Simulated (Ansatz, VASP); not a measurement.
**Two plane-wave programs on ZrS**

```xyz
2
Lattice="0.0000 2.6578 2.6578 2.6250 0.0328 2.6250 2.6250 2.6250 0.0328" Properties=species:S:1:pos:R:3 pbc="T T T"
Zr    0.0000    0.0000    0.0000
S     2.6250    2.6578    2.6578
```

Change from the starting cell: strain +0.0250 x Voigt [0, 0, 0, 1, 0, 0], atoms carried along.

Alike in both runs: task single point; functional PBEsol; k mesh 16 × 16 × 16; occupations gaussian, width 0.15 eV; no spin polarisation.

```csv
,VASP,Ansatz
version,VASP 6.6.1,Ansatz 0.2.0
potentials or method,"VASP PAW PBE potentials, release 64 (Zr_sv, S), cutoff 520 eV","scalar-relativistic, plane waves, PAW"
valence electrons in the cell,18,18
```

```tsv
	VASP	Ansatz	Ansatz less VASP
gap on the k mesh at the Fermi level (eV)	none	none	-
pressure (GPa)	-6.2	-6.4	-0.19
traceless stress, the component that is largest in VASP (GPa)	-0.68	-0.70	-0.015
```

VASP's potentials were made for PBE, not for PBEsol. A gap of «none» marks a metal or a gap that the smearing closes.
